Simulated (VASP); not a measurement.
# Si2W (I4/mmm) in VASP: settings compared, part 2 of 2

VASP 6.6.1.

### Step 4. Single point, LDA

This run uses another cell than the first one, of 13.14 Å³/atom.

The input, INCAR:

```
SYSTEM = Si2W
PREC = Accurate
ENCUT = 520
EDIFF = 1E-6
ISMEAR = -1
SIGMA = 0.05
LREAL = .FALSE.
LASPH = .TRUE.
NELM = 60
ALGO = Normal
ISIF = 2
LWAVE = .FALSE.
LCHARG = .TRUE.
LELF = .TRUE.
LVHAR = .TRUE.
NBANDS = 18
```

The input, KPOINTS:

```
regular mesh
0
G
  12 12 12
  0 0 0
```

The input, POSCAR:

```
Si2W
1.0
   -1.5925624598      1.5925624598      3.8866348857
    1.5925624598     -1.5925624598      3.8866348857
    1.5925624598      1.5925624598     -3.8866348857
W Si
1 2
Direct
    0.0000000000      0.0000000000      0.0000000000
    0.6653601470      0.6653601470      0.0000000000
    0.3346398530      0.3346398530      0.0000000000
```

Potentials or basis: VASP PAW LDA potentials, release 64 (W_sv, Si).

Run with:

```bash
$ cat potpaw_LDA.64/W_sv/POTCAR potpaw_LDA.64/Si/POTCAR > POTCAR
$ mpirun -np 1 vasp_std > vasp.out
```

OUTCAR:

```text
SYSTEM = Si2W
   PREC = Accurate
   ENCUT = 520
   EDIFF = 1E-6
   ISMEAR = -1
   LREAL = .FALSE.
   LASPH = .TRUE.
   NELM = 60
   ISIF = 2

 ion  position               nearest neighbor table
   1  0.000  0.000  0.000-   2 2.59   2 2.59   3 2.59   3 2.59   2 2.59   2 2.59   3 2.59   3 2.59
                             2 2.60   3 2.60
   2  0.665  0.665  0.000-   3 2.57   1 2.59   1 2.59   1 2.59   1 2.59   1 2.60   3 2.61   3 2.61
                             3 2.61   3 2.61
   3  0.335  0.335  0.000-   2 2.57   1 2.59   1 2.59   1 2.59   1 2.59   1 2.60   2 2.61   2 2.61
                             2 2.61   2 2.61

  LATTYP: Found a body centered tetragonal cell.
 ALAT       =     3.1851249196
 C/A-ratio  =     2.4404913363

  Lattice vectors:

 A1 = (  -1.5925624598,   1.5925624598,   3.8866348857)
 A2 = (   1.5925624598,  -1.5925624598,   3.8866348857)
 A3 = (   1.5925624598,   1.5925624598,  -3.8866348857)

Analysis of symmetry for initial positions (statically):
=====================================================================
 Subroutine PRICEL returns:
 Original cell was already a primitive cell.

 Routine SETGRP: Setting up the symmetry group for a
 body centered tetragonal supercell.

 Subroutine GETGRP returns: Found 16 space group operations
 (whereof 16 operations were pure point group operations)
 out of a pool of 16 trial point group operations.

The static configuration has the point symmetry D_4h.

Analysis of symmetry for dynamics (positions and initial velocities):
=====================================================================
 Subroutine PRICEL returns:
 Original cell was already a primitive cell.

 Routine SETGRP: Setting up the symmetry group for a
 body centered tetragonal supercell.

 Subroutine GETGRP returns: Found 16 space group operations
 (whereof 16 operations were pure point group operations)
 out of a pool of 16 trial point group operations.

The dynamic configuration has the point symmetry D_4h.
[... 118 lines left out ...]
   IALGO  =     38    algorithm
   IMIX   =      4    mixing-type and parameters
     AMIX     =   0.40;   BMIX     =  1.00
     AMIX_MAG =   1.60;   BMIX_MAG =  1.00
  volume/ion in A,a.u.               =      13.14        88.70
  Fermi-wavevector in a.u.,A,eV,Ry     =   1.347742  2.546863 24.713746  1.816409
  Thomas-Fermi vector in A             =   2.475468
   LORBIT       =      0    0 simple, 1 ext, 2 COOP (PROOUT), +10 PAW based schemes
   GGA     = CA    functional components
   LHFCALC =     F    Hartree Fock is set to
   AEXX    =    0.0000 exact exchange contribution
   IVDW    =     0    specifies the selected vdW correction
   LEPSILON=     F    determine dielectric tensor
   LRPA    =     F    only Hartree local field effects (RPA)
 non-spin polarized calculation
  energy-cutoff  :      520.00
  volume of cell :       39.43
 maximum number of plane-waves:      1079
 NGX is ok and might be reduce to    36
   NGX = 17   NGY = 17   NGZ = 17

 number of electron      21.9999999 magnetization

 Free energy of the ion-electron system (eV)
  ---------------------------------------------------
  ext. energy  EPLUGINS =         0.00000000
  ---------------------------------------------------
  free energy    TOTEN  =       -27.35676679 eV

  energy without entropy =      -27.35490105  energy(sigma->0) =      -27.35583392

 E-fermi :  12.2757     XC(G=0): -12.7664

 val. band max:       12.2185860767   @ k =  -0.3333  -0.4167   0.3333
 cond. band min:      12.3004079105   @ k =  -0.4167  -0.4167   0.3333
 fundamental gap:      0.0818218338
 Fermi energy:        12.2756739993

 k-point     1 :       0.0000    0.0000    0.0000
  band No.  band energies     occupation
      1     -61.0974      2.00000
      2     -25.6468      2.00000
      3     -25.6073      2.00000
      4     -25.6073      2.00000
      5      -1.9497      2.00000
      6       5.2717      2.00000
[... 481 lines left out ...]
      5       1.1921      2.00000
      6       3.8689      2.00000
[... 10 lines left out ...]
     17      19.4830      0.00000
     18      20.8151      0.00000

 [... further k-points ...]

------------------------ aborting loop because EDIFF is reached ----------------------------------------

  FORCE on cell =-STRESS in cart. coord.  units (eV):
  Direction    XX          YY          ZZ          XY          YZ          ZX
  --------------------------------------------------------------------------------------
  -------------------------------------------------------------------------------------
  Total        0.1844429      0.1844429      0.1917871      0.0000000     -0.0000000      0.0000000
  in kB        7.4945532      7.4945532      7.7929762      0.0000000     -0.0000000      0.0000000
  external PRESSURE =       7.5940275 kB  Pullay stress =       0.0000000 kB

 VOLUME and BASIS-vectors are now :
 -----------------------------------------------------------------------------
  energy-cutoff  :      520.00
  volume of cell :       39.43
      direct lattice vectors                 reciprocal lattice vectors
    -1.592562460  1.592562460  3.886634886     0.000000000  0.313959429  0.128645992
     1.592562460 -1.592562460  3.886634886     0.313959429  0.000000000  0.128645992
     1.592562460  1.592562460 -3.886634886     0.313959429  0.313959429  0.000000000

 POSITION                                       TOTAL-FORCE (eV/Angst)
 -----------------------------------------------------------------------------------
      0.00000      0.00000      0.00000        -0.000000     -0.000000     -0.000000
      0.00000      0.00000      5.17202         0.000000      0.000000      0.018492
      0.00000      0.00000      2.60125        -0.000000     -0.000000     -0.018492
 -----------------------------------------------------------------------------------
    total drift:                               -0.000000      0.000000     -0.000000

  FREE ENERGIE OF THE ION-ELECTRON SYSTEM (eV)
  ---------------------------------------------------
  free  energy   TOTEN  =       -27.3567667903 eV

  energy  without entropy=      -27.3549010490  energy(sigma->0) =      -27.35583392
```

OSZICAR:

```text
N       E                     dE             d eps       ncg     rms          rms(c)
DAV:   1     0.131441608546E+03    0.13144E+03   -0.10861E+04  5868   0.124E+03
DAV:   2    -0.233340301069E+02   -0.15478E+03   -0.15079E+03  6672   0.323E+02
DAV:   3    -0.281642911665E+02   -0.48303E+01   -0.47590E+01  7370   0.512E+01
DAV:   4    -0.282080636396E+02   -0.43772E-01   -0.43695E-01  6910   0.504E+00
DAV:   5    -0.282085165980E+02   -0.45296E-03   -0.45294E-03  6970   0.560E-01    0.268E+01
DAV:   6    -0.274770615794E+02    0.73146E+00   -0.30238E+00  6306   0.124E+01    0.953E+00
DAV:   7    -0.273815244408E+02    0.95537E-01   -0.21159E-01  6290   0.265E+00    0.465E+00
DAV:   8    -0.273574698267E+02    0.24055E-01   -0.43212E-02  6670   0.154E+00    0.299E-01
DAV:   9    -0.273569292635E+02    0.54056E-03   -0.97809E-04  6682   0.262E-01    0.177E-01
DAV:  10    -0.273567714531E+02    0.15781E-03   -0.24499E-04  7056   0.138E-01    0.412E-02
DAV:  11    -0.273567668255E+02    0.46276E-05   -0.30820E-05  6628   0.400E-02    0.193E-02
DAV:  12    -0.273567667903E+02    0.35150E-07   -0.13886E-06  4536   0.784E-03
   1 F= -.27356767E+02 E0= -.27355834E+02  d E =-.186574E-02
```

stdout:

```text
POSCAR found type information on POSCAR W Si
 POSCAR found :  2 types and       3 ions
 scaLAPACK will be used
 LDA part: xc-table for (Slater(with rela. corr.)+CA(PZ))
 , standard interpolation
 POSCAR, INCAR and KPOINTS ok, starting setup
 FFT: planning ... GRIDC
 FFT: planning ... GRID_SOFT
 FFT: planning ... GRID
 WAVECAR not read
 entering main loop
```

Wall time 2.5 min (1 thread of Intel Xeon 6975P-C (Granite Rapids), shared host); peak memory 0.25 GiB.

Results:

* Free energy: -27.3568 eV
* Pressure: 0.8 GPa
* Largest force: 0.018 eV/Å
* Band gap on the k mesh: zero (bands 11 and 12 overlap by 1.35 eV)

Forces in eV/Å, atoms in the order of the input:
```
W    0.000  0.000  0.000
Si   0.000  0.000  0.018
Si   0.000  0.000 -0.018
```

Caveat: spin-orbit coupling is left out, which moves the levels of the heavy elements.

### Step 5. Overview

| level | potentials or basis | U | cell | gap on the mesh (eV) | pressure (GPa) | largest force (eV/Å) |
| --- | --- | --- | --- | --- | --- | --- |
| PBE+U | VASP PAW PBE potentials, release 64 (W_sv, Si) | W d U = 6.0 eV | a = 4.527 Å, angles 138.4, 138.4, 60.3°, 3 atoms | none | 9.3 | 0.02 |
| PBE+U | VASP PAW PBE potentials, release 64 (W_sv, Si) | W d U = 8.0 eV | a = 4.527 Å, angles 138.4, 138.4, 60.3°, 3 atoms | none | 11.7 | 0.06 |
| LDA | VASP PAW LDA potentials, release 64 (W_sv, Si) | - | a = 4.492 Å, angles 138.5, 138.5, 60.2°, 3 atoms | none | 0.8 | 0.02 |

Alike in all rows: task single point; no spin polarisation; k mesh 12 × 12 × 12; cutoff (eV) 520; smearing fermi-dirac 0.05 eV.

Caveats: spin-orbit coupling is left out, which moves the levels of the heavy elements; the cell stands under pressure (at least some runs); U without spin polarisation on a metal has little footing (at least some runs); the U is typed as a test and isn't derived for this compound (at least some runs).

Absolute energies hang on the potentials; compare differences alone.
